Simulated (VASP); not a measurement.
# ZnS (P6_3mc) in VASP: notebook

ZnS is run at these levels: LDA; tasks: single point.

Everything below comes from runs of VASP 6.6.1. Logs are shortened: lines on timing, memory, paths and dates and some standing lists are left out, and cuts for length are marked.

**1. The cell of the first run**

The structure is hexagonal, space group P6_3mc (No. 186). Conventional cell: a = 3.570 Å, b = 3.570 Å, c = 5.910 Å, α = 90.00°, β = 90.00°, γ = 120.00°. Zn (site symmetry 3m) has 4 S at 2.19 to 2.20 Å within 2.9 Å. Within 2.9 Å of S (site symmetry 3m) lie 4 Zn at 2.19 to 2.20 Å.

**2. Single point, LDA**

Contents of INCAR:

```
ALGO     = Normal         # electronic algorithm
EDIFF    = 1E-6           # SCF threshold, eV
ENCUT    = 520            # plane-wave cutoff, eV
ISIF     = 2              # what is computed and relaxed
ISMEAR   = 0              # smearing method
LASPH    = True           # aspherical terms in the spheres
LCHARG   = False          # write CHGCAR
LREAL    = False          # projectors in reciprocal space
LWAVE    = False          # write WAVECAR
NBANDS   = 26             # bands
NELM     = 60             # most SCF steps
PREC     = Accurate       # precision mode
SIGMA    = 0.01           # smearing width, eV
```

Contents of KPOINTS:

```
k-points
0
Gamma
  6 6 4
```

Contents of POSCAR:

```
ZnS
1.0
    3.5703817920      0.0000000000      0.0000000000
   -1.7851908960      3.0920413331      0.0000000000
    0.0000000000      0.0000000000      5.9104560477
Zn S
2 2
Direct
    0.3333333333      0.6666666667      0.0068368101
    0.6666666667      0.3333333333      0.5068368101
    0.3333333333      0.6666666667      0.3781631899
    0.6666666667      0.3333333333      0.8781631899
```

Potentials or basis: VASP PAW LDA potentials, release 64 (Zn, S).

Command:

```
> cat potpaw_LDA.64/Zn/POTCAR potpaw_LDA.64/S/POTCAR > POTCAR
> mpirun -np 1 vasp_std > vasp.out
```

OUTCAR:

```text
EDIFF = 1E-6
   ENCUT = 520
   ISIF = 2
   ISMEAR = 0
   LASPH = True
   LREAL = False
   NELM = 60
   PREC = Accurate

 ion  position               nearest neighbor table
   1  0.333  0.667  0.007-   3 2.19   4 2.20   4 2.20   4 2.20
   2  0.667  0.333  0.507-   4 2.19   3 2.20   3 2.20   3 2.20
   3  0.333  0.667  0.378-   1 2.19   2 2.20   2 2.20   2 2.20
   4  0.667  0.333  0.878-   2 2.19   1 2.20   1 2.20   1 2.20

  LATTYP: Found a hexagonal cell.
 ALAT       =     3.5703817920
 C/A-ratio  =     1.6554128920

  Lattice vectors:

 A1 = (   3.5703817920,   0.0000000000,   0.0000000000)
 A2 = (  -1.7851908960,   3.0920413331,   0.0000000000)
 A3 = (   0.0000000000,   0.0000000000,   5.9104560477)

Analysis of symmetry for initial positions (statically):
=====================================================================
 Subroutine PRICEL returns:
 Original cell was already a primitive cell.

 Routine SETGRP: Setting up the symmetry group for a
 hexagonal supercell.

 Subroutine GETGRP returns: Found 12 space group operations
 (whereof  6 operations were pure point group operations)
 out of a pool of 24 trial point group operations.

The static configuration has the point symmetry C_3v.
 The point group associated with its full space group is C_6v.

Analysis of symmetry for dynamics (positions and initial velocities):
=====================================================================
 Subroutine PRICEL returns:
 Original cell was already a primitive cell.

 Routine SETGRP: Setting up the symmetry group for a
 hexagonal supercell.

 Subroutine GETGRP returns: Found 12 space group operations
 (whereof  6 operations were pure point group operations)
 out of a pool of 24 trial point group operations.

The dynamic configuration has the point symmetry C_3v.
 The point group associated with its full space group is C_6v.

 Subroutine INISYM returns: Found 12 space group operations
 (whereof  6 operations are pure point group operations),
 and found     1 'primitive' translations

----------------------------------------------------------------------------------------

                                     Primitive cell

  volume of cell :      65.2501

  direct lattice vectors                    reciprocal lattice vectors
     3.570381792  0.000000000  0.000000000     0.280082092  0.161705471  0.000000000
[... 85 lines left out ...]
   NELM   =     60;   NELMIN=  2; NELMDL= -5     # of ELM steps
   EDIFF  = 0.1E-05   stopping-criterion for ELM
   LREAL  =      F    real-space projection
   EDIFFG = 0.1E-04   stopping-criterion for IOM
   NSW    =      0    number of steps for IOM
   IBRION =     -1    ionic relax: 0-MD 1-quasi-New 2-CG
   NFREE  =      0    steps in history (QN), initial steepest desc. (CG)
   ISIF   =      2    stress and relaxation
   ISYM   =      2    0-nonsym 1-usesym 2-fastsym
   POTIM  = 0.5000    time-step for ionic-motion
   TEBEG  =    0.0;   TEEND  =   0.0 temperature during run
   PSTRESS=    0.0 pullay stress
   NELECT =      36.0000    total number of electrons
   NUPDOWN=      -1.0000    fix difference up-down
   EMIN   =  10.00;   EMAX   =-10.00  energy-range for DOS
   EFERMI =   0.00;   METHOD = LEGACY
   ISMEAR =     0;   SIGMA  =   0.01  broadening in eV -4-tet -1-fermi 0-gaus
   EFERMI_NEDOS =   21; number of points for ismear=-14 and -15
   IALGO  =     38    algorithm
   IMIX   =      4    mixing-type and parameters
     AMIX     =   0.40;   BMIX     =  1.00
     AMIX_MAG =   1.60;   BMIX_MAG =  1.00
  volume/ion in A,a.u.               =      16.31       110.08
  Fermi-wavevector in a.u.,A,eV,Ry     =   1.342709  2.537353 24.529514  1.802868
  Thomas-Fermi vector in A             =   2.470842
   LORBIT       =      0    0 simple, 1 ext, 2 COOP (PROOUT), +10 PAW based schemes
   GGA     = CA    functional components
   LHFCALC =     F    Hartree Fock is set to
   AEXX    =    0.0000 exact exchange contribution
   IVDW    =     0    specifies the selected vdW correction
   LEPSILON=     F    determine dielectric tensor
   LRPA    =     F    only Hartree local field effects (RPA)
 non-spin polarized calculation
 Gauss-broadening in eV      SIGMA  =   0.01
  energy-cutoff  :      520.00
  volume of cell :       65.25
 maximum number of plane-waves:      1786
 NGX is ok and might be reduce to    28
   NGX = 13   NGY = 13   NGZ = 21

 number of electron      35.9999988 magnetization

 Free energy of the ion-electron system (eV)
  ---------------------------------------------------
  ext. energy  EPLUGINS =         0.00000000
  ---------------------------------------------------
  free energy    TOTEN  =       -15.99935401 eV

  energy without entropy =      -15.99935401  energy(sigma->0) =      -15.99935401

 E-fermi :   4.0253     XC(G=0): -10.9314

 val. band max:        3.9795199201   @ k =   0.0000   0.0000   0.0000
 cond. band min:       6.8055305156   @ k =   0.0000   0.0000   0.0000
 fundamental gap:      2.8260105955
 Fermi energy:         4.0252614771

 k-point     1 :       0.0000    0.0000    0.0000
  band No.  band energies     occupation
      1     -10.7047      2.00000
      2      -9.3716      2.00000
      3      -3.5356      2.00000
      4      -3.4855      2.00000
      5      -3.4855      2.00000
      6      -3.3705      2.00000
[... 598 lines left out ...]
     25      13.6582      0.00000
     26      13.6582      0.00000

------------------------ aborting loop because EDIFF is reached ----------------------------------------

  FORCE on cell =-STRESS in cart. coord.  units (eV):
  Direction    XX          YY          ZZ          XY          YZ          ZX
  --------------------------------------------------------------------------------------
  -------------------------------------------------------------------------------------
  Total        6.2924874      6.2924874      6.2894028      0.0000000      0.0000000     -0.0000000
  in kB      154.5083648    154.5083648    154.4326246      0.0000000      0.0000000     -0.0000000
  external PRESSURE =     154.4831181 kB  Pullay stress =       0.0000000 kB

 VOLUME and BASIS-vectors are now :
 -----------------------------------------------------------------------------
  energy-cutoff  :      520.00
  volume of cell :       65.25
      direct lattice vectors                 reciprocal lattice vectors
     3.570381792  0.000000000  0.000000000     0.280082092  0.161705471  0.000000000
    -1.785190896  3.092041333  0.000000000     0.000000000  0.323410942  0.000000000
     0.000000000  0.000000000  5.910456048     0.000000000  0.000000000  0.169191682

 POSITION                                       TOTAL-FORCE (eV/Angst)
 -----------------------------------------------------------------------------------
     -0.00000      2.06136      0.04041        -0.000000      0.000000      0.002030
      1.78519      1.03068      2.99564         0.000000     -0.000000      0.002030
     -0.00000      2.06136      2.23512        -0.000000     -0.000000     -0.002030
      1.78519      1.03068      5.19034         0.000000      0.000000     -0.002030
 -----------------------------------------------------------------------------------
    total drift:                               -0.000000     -0.000000      0.000456

  FREE ENERGIE OF THE ION-ELECTRON SYSTEM (eV)
  ---------------------------------------------------
  free  energy   TOTEN  =       -15.9993540144 eV

  energy  without entropy=      -15.9993540144  energy(sigma->0) =      -15.99935401
```

It took 58 s on 1 thread of Intel Xeon Platinum 8488C (Sapphire Rapids), shared host; peak memory 0.17 GiB.

What came out:

```
Free energy            : -15.9994 eV
Pressure               : 15.4 GPa
Band gap on the k mesh : 2.83 eV, direct
```

Forces in eV/Å, atoms in the order of the input:
```
Zn   0.000  0.000  0.002
Zn   0.000  0.000  0.002
S    0.000  0.000 -0.002
S    0.000  0.000 -0.002
```

Levels at points of the mesh, in eV from the valence-band top:
| k point | band 14 | band 15 | band 16 | band 17 | band 18 | band 19 | band 20 | band 21 | band 22 | band 23 |
| --- | --- | --- | --- | --- | --- | --- | --- | --- | --- | --- |
| (0.00, 0.00, 0.00) | -1.20 | -1.20 | -0.18 | 0.00 | 0.00 | 2.83 | 3.30 | 6.00 | 6.00 | 6.13 |
| (0.50, 0.00, 0.00) | -5.02 | -4.34 | -3.00 | -2.42 | -1.19 | 3.25 | 4.45 | 4.70 | 6.56 | 7.91 |
| (0.00, 0.00, 0.50) | -3.51 | -0.64 | -0.64 | -0.64 | -0.64 | 3.88 | 3.88 | 6.52 | 6.52 | 6.52 |
| (0.50, 0.00, 0.50) | -5.94 | -2.24 | -2.24 | -2.18 | -2.18 | 3.25 | 3.25 | 4.87 | 4.87 | 8.87 |

A k mesh can miss the band edges. Expect the measured gap to be larger: semilocal functionals such as LDA lack the derivative discontinuity.

**3. Single point, LDA**

This run uses another cell than the first one, of 16.92 Å³/atom, 1.037 times its volume.

Contents of INCAR:

```
SYSTEM = ZnS
  PREC = Accurate
  ENCUT = 520
  EDIFF = 1E-6
  ISMEAR = 0
  SIGMA = 0.01
  LREAL = .FALSE.
  LASPH = .TRUE.
  NELM = 60
  ALGO = Normal
  ISIF = 2
  LWAVE = .FALSE.
  LCHARG = .FALSE.
  GGA = CA
  NBANDS = 26
```

Contents of KPOINTS:

```
regular mesh
0
G
  6 6 4
  0 0 0
```

Contents of POSCAR:

```
ZnS
1.0
    3.6173218897      0.0000000000      0.0000000000
   -1.8086609448      3.1326926501      0.0000000000
    0.0000000000      0.0000000000      5.9710385488
Zn S
2 2
Direct
    0.3333333333      0.6666666667      0.0063829572
    0.6666666667      0.3333333333      0.5063829572
    0.3333333333      0.6666666667      0.3786170428
    0.6666666667      0.3333333333      0.8786170428
```

Potentials or basis: VASP PAW LDA potentials, release 64 (Zn, S).

Command:

```
> cat potpaw_LDA.64/Zn/POTCAR potpaw_LDA.64/S/POTCAR > POTCAR
> mpirun -np 1 vasp_std > vasp.out
```

Run time: 60 s. Hardware: 1 thread of Intel Xeon Platinum 8488C (Sapphire Rapids), shared host; peak memory 0.17 GiB.

It converged, with:

```
Free energy            : -16.1928 eV
Pressure               : 10.4 GPa
Band gap on the k mesh : 2.66 eV, direct
```

Forces in eV/Å, atoms in the order of the input:
```
Zn   0.000  0.000  0.002
Zn   0.000  0.000  0.002
S    0.000  0.000 -0.002
S    0.000  0.000 -0.002
```

Levels at points of the mesh, in eV from the valence-band top:
```
           k point  band 14  band 15  band 16  band 17  band 18  band 19  band 20  band 21  band 22  band 23
(0.00, 0.00, 0.00)    -1.14    -1.14    -0.15     0.00     0.00     2.66     3.22     6.04     6.04     6.21
(0.50, 0.00, 0.00)    -4.85    -4.13    -2.85    -2.26    -1.13     3.30     4.40     4.76     6.62     7.80
(0.00, 0.00, 0.50)    -3.38    -0.60    -0.60    -0.60    -0.60     3.79     3.79     6.55     6.55     6.55
(0.50, 0.00, 0.50)    -5.74    -2.11    -2.11    -2.06    -2.06     3.29     3.29     4.92     4.92     8.85
```

**4. Single point, LDA**

This run uses another cell than the first one, of 16.92 Å³/atom, 1.037 times its volume.

Contents of INCAR:

```
PREC     = Accurate       # precision mode
ENCUT    = 520            # plane-wave cutoff, eV
EDIFF    = 1E-6           # SCF threshold, eV
ISMEAR   = 0              # smearing method
SIGMA    = 0.01           # smearing width, eV
LREAL    = F              # projectors in reciprocal space
LASPH    = T              # aspherical terms in the spheres
NELM     = 60             # most SCF steps
ALGO     = Normal         # electronic algorithm
ISIF     = 2              # what is computed and relaxed
LWAVE    = F              # write WAVECAR
LCHARG   = F              # write CHGCAR
NBANDS   = 26             # bands
```

Contents of KPOINTS:

```
regular mesh
0
Gamma
  6 6 4
```

POSCAR, as its differences from that of step 3:

```diff
@@ -2,3 +2,3 @@
 1.0
-    3.6173218897      0.0000000000      0.0000000000
+    3.6173218896      0.0000000000      0.0000000000
    -1.8086609448      3.1326926501      0.0000000000
```

Potentials or basis: VASP PAW LDA potentials, release 64 (Zn, S).

Command:

```
> cat potpaw_LDA.64/Zn/POTCAR potpaw_LDA.64/S/POTCAR > POTCAR
> mpirun -np 1 vasp_std > vasp.out
```

OUTCAR:

```text
PREC = Accurate
   ENCUT = 520
   EDIFF = 1E-6
   ISMEAR = 0
   LREAL = F
   LASPH = T
   NELM = 60
   ISIF = 2

 ion  position               nearest neighbor table
   1  0.333  0.667  0.006-   3 2.22   4 2.22   4 2.22   4 2.22
   2  0.667  0.333  0.506-   4 2.22   3 2.22   3 2.22   3 2.22
   3  0.333  0.667  0.379-   1 2.22   2 2.22   2 2.22   2 2.22
   4  0.667  0.333  0.879-   2 2.22   1 2.22   1 2.22   1 2.22

  LATTYP: Found a hexagonal cell.
 ALAT       =     3.6173218896
 C/A-ratio  =     1.6506793509

  Lattice vectors:

 A1 = (   3.6173218896,   0.0000000000,   0.0000000000)
 A2 = (  -1.8086609448,   3.1326926501,   0.0000000000)
 A3 = (   0.0000000000,   0.0000000000,   5.9710385488)

Analysis of symmetry for initial positions (statically):
=====================================================================
 Subroutine PRICEL returns:
 Original cell was already a primitive cell.

[... 168 lines left out ...]
  free energy    TOTEN  =       -16.19276578 eV

  energy without entropy =      -16.19276578  energy(sigma->0) =      -16.19276578

 E-fermi :   3.6623     XC(G=0): -10.7550

 val. band max:        3.5530864606   @ k =   0.0000   0.0000   0.0000
 cond. band min:       6.2135770216   @ k =   0.0000   0.0000   0.0000
 fundamental gap:      2.6604905609
 Fermi energy:         3.6623170053

 k-point     1 :       0.0000    0.0000    0.0000
  band No.  band energies     occupation
      1     -10.8012      2.00000
      2      -9.5437      2.00000
      3      -3.7294      2.00000
      4      -3.6905      2.00000
      5      -3.6905      2.00000
      6      -3.5833      2.00000
[... 598 lines left out ...]
     25      13.2173      0.00000
     26      13.2173      0.00000

------------------------ aborting loop because EDIFF is reached ----------------------------------------

  FORCE on cell =-STRESS in cart. coord.  units (eV):
  Direction    XX          YY          ZZ          XY          YZ          ZX
  --------------------------------------------------------------------------------------
  -------------------------------------------------------------------------------------
  Total        4.3878881      4.3878881      4.3854816      0.0000000     -0.0000000     -0.0000000
  in kB      103.8989865    103.8989865    103.8420028      0.0000000     -0.0000000     -0.0000000
  external PRESSURE =     103.8799919 kB  Pullay stress =       0.0000000 kB

 VOLUME and BASIS-vectors are now :
 -----------------------------------------------------------------------------
  energy-cutoff  :      520.00
  volume of cell :       67.66
      direct lattice vectors                 reciprocal lattice vectors
     3.617321890  0.000000000  0.000000000     0.276447612  0.159607103  0.000000000
    -1.808660945  3.132692650  0.000000000     0.000000000  0.319214207  0.000000000
     0.000000000  0.000000000  5.971038549     0.000000000  0.000000000  0.167475053

 POSITION                                       TOTAL-FORCE (eV/Angst)
 -----------------------------------------------------------------------------------
     -0.00000      2.08846      0.03811         0.000000      0.000000      0.002012
      1.80866      1.04423      3.02363         0.000000      0.000000      0.002012
     -0.00000      2.08846      2.26074         0.000000     -0.000000     -0.002012
      1.80866      1.04423      5.24626        -0.000000      0.000000     -0.002012
 -----------------------------------------------------------------------------------
    total drift:                                0.000000      0.000000      0.002122

  FREE ENERGIE OF THE ION-ELECTRON SYSTEM (eV)
  ---------------------------------------------------
  free  energy   TOTEN  =       -16.1927657827 eV

  energy  without entropy=      -16.1927657827  energy(sigma->0) =      -16.19276578
```

OSZICAR:

```text
N       E                     dE             d eps       ncg     rms          rms(c)
DAV:   1     0.250102799537E+03    0.25010E+03   -0.17424E+04  1092   0.177E+03
DAV:   2     0.772942691137E+01   -0.24237E+03   -0.23209E+03  1108   0.367E+02
DAV:   3    -0.165579376456E+02   -0.24287E+02   -0.24037E+02  1338   0.116E+02
DAV:   4    -0.171354065509E+02   -0.57747E+00   -0.57636E+00  1250   0.176E+01
DAV:   5    -0.171440675368E+02   -0.86610E-02   -0.86580E-02  1324   0.220E+00    0.131E+01
DAV:   6    -0.162401353946E+02    0.90393E+00   -0.17741E+00  1434   0.423E+01    0.963E+00
DAV:   7    -0.162170237127E+02    0.23112E-01   -0.16361E+00  1164   0.822E+00    0.359E+00
DAV:   8    -0.161959839734E+02    0.21040E-01   -0.46308E-02  1162   0.131E+00    0.102E+00
DAV:   9    -0.161926900372E+02    0.32939E-02   -0.15846E-02  1258   0.908E-01    0.263E-01
DAV:  10    -0.161927504464E+02   -0.60409E-04   -0.58339E-04  1272   0.216E-01    0.158E-01
DAV:  11    -0.161927720363E+02   -0.21590E-04   -0.40605E-05  1510   0.147E-01    0.614E-02
DAV:  12    -0.161927657989E+02    0.62374E-05   -0.26730E-05  1322   0.128E-01    0.152E-02
DAV:  13    -0.161927657827E+02    0.16165E-07   -0.33166E-06   992   0.143E-02
   1 F= -.16192766E+02 E0= -.16192766E+02  d E =-.119396E-55
```

stdout:

```text
POSCAR found type information on POSCAR ZnS
 POSCAR found :  2 types and       4 ions
 scaLAPACK will be used
 LDA part: xc-table for (Slater(with rela. corr.)+CA(PZ))
 , standard interpolation
 POSCAR, INCAR and KPOINTS ok, starting setup
 FFT: planning ... GRIDC
 FFT: planning ... GRID_SOFT
 FFT: planning ... GRID
 WAVECAR not read
 entering main loop
```

It took 57 s on 1 thread of Intel Xeon Platinum 8488C (Sapphire Rapids), shared host; peak memory 0.17 GiB.

What came out:

```
Free energy            : -16.1928 eV
Pressure               : 10.4 GPa
Band gap on the k mesh : 2.66 eV, direct
```

Forces on the atoms (eV/Å):
```
Zn   0.000  0.000  0.002
Zn   0.000  0.000  0.002
S    0.000  0.000 -0.002
S    0.000  0.000 -0.002
```

Expect the measured gap to be larger: semilocal functionals such as LDA lack the derivative discontinuity.

(Continued in part 2 of 2.)
